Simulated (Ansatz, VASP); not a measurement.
**One calculation of K3I2Br, two programs**

```xyz
6
Lattice="4.9466 0.0000 0.0000 -2.4733 4.2839 0.0000 0.0000 0.0000 10.6426" Properties=species:S:1:pos:R:3 pbc="T T T"
K     0.0000    0.0000    5.3213
K     0.0000    2.8559    1.5789
K     2.4733    1.4280    9.0637
I     0.0000    2.8559    7.1953
I     2.4733    1.4280    3.4473
Br    0.0000    0.0000    0.0000
```

Alike in both runs: functional LDA; k mesh 6 × 6 × 2; occupations gaussian, width 0.05 eV; no spin polarisation.

Ansatz relaxed the structure, and its values are those at the end. VASP's run is a single point on that final structure, the one shown.

```csv
,VASP,Ansatz
version,VASP 6.6.1,Ansatz 0.2.0
potentials or method,"VASP PAW LDA potentials, release 64 (K_sv, I, Br), cutoff 520 eV","scalar-relativistic, plane waves, PAW"
valence electrons in the cell,48,68
```

Ansatz gave:

```
gap on the k mesh at the Fermi level (eV) : 3.69
least direct gap on the mesh (eV)         : 3.69
pressure (GPa)                            : -0.4
```

Q: Which values does VASP return?

A: gap on the k mesh at the Fermi level (eV): 3.70; least direct gap on the mesh (eV): 3.70; pressure (GPa): -0.3.

LDA's correlation is that of Perdew and Zunger in VASP and of Perdew and Wang (1992) in Ansatz. VASP's potentials hold 48 valence electrons a cell and Ansatz's 68, so a difference there can come from the potentials and not from the codes. Ansatz's warnings: stress scf threshold loose.

Neither program's run includes spin-orbit coupling.
